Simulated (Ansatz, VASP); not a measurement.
KCl in VASP and in Ansatz

INCAR

```
SYSTEM = KCl
  PREC = Accurate
  ENCUT = 400
  EDIFF = 1E-8
  ISMEAR = -1
  SIGMA = 0.02
  LREAL = .False.
  LASPH = .True.
  NELM = 120
  ALGO = Normal
  ISIF = 2
  LWAVE = .False.
  LCHARG = .False.
  GGA = PS
  LEFG = .True.
  NBANDS = 15
  GGA_COMPAT = .False.
```

The input KPOINTS:

```
Automatic mesh
0
Gamma
  7 7 7
  0 0 0
```

File POSCAR:

```
KCl
1.0
    3.6340000000      0.0181700000      0.0181700000
    0.0181700000      3.6340000000      0.0181700000
    0.0181700000      0.0181700000      3.6340000000
K Cl
1 1
Direct
    0.0000000000      0.0000000000      0.0000000000
    0.5000000000      0.5000000000      0.5000000000
```

Input for Ansatz:

```yaml
crystal:
  lattice:
    - [3.634, 0.01817, 0.01817]
    - [0.01817, 3.634, 0.01817]
    - [0.01817, 0.01817, 3.634]
  atoms:
    - { symbol: K, position: [0.0, 0.0, 0.0] }
    - { symbol: Cl, position: [0.5, 0.5, 0.5] }
kpoints:
  mp_grid: { grid: [7, 7, 7] }
scf:
  occupations: { method: fermi_dirac, width: 0.02 }
hamiltonian:
  xc: pbesol
  pseudopotentials: { kind: all_electron, datasets: crystal }
output:
  forces: true
  stress: true
  eigenvalues: true
  efg: { contact_densities: true }
```

Change from the starting cell: equal xy, yz and zx shear strains of +1 %, crystal datasets.

Alike in both runs: task electric field gradients; functional PBEsol; k mesh 7 × 7 × 7; occupations fermi-dirac, width 0.02 eV; no spin polarisation.

|  | VASP | Ansatz |
| --- | --- | --- |
| version | VASP 6.6.1 | Ansatz 0.2.0 |
| potentials or method | VASP PAW PBE potentials, release 64 (K_sv, Cl), cutoff 400 eV | all-electron PAW with datasets made for the crystal, scalar-relativistic |

|  | VASP | Ansatz | Ansatz less VASP |
| --- | --- | --- | --- |
| gap on the k mesh at the Fermi level (eV) | 5.39 | 5.40 | +0.006 |
| pressure (GPa) | 2.4 | 2.3 | -0.11 |
| traceless stress, the component that is largest in VASP (GPa) | -0.13 | -0.12 | +0.004 |
| size of Vzz on the site where it differs most (V/Å²) | 2.3 | 2.2 | -0.05 |

VASP's potentials were made for PBE, not for PBEsol. Ansatz ran all-electron here, and VASP with PAW potentials.
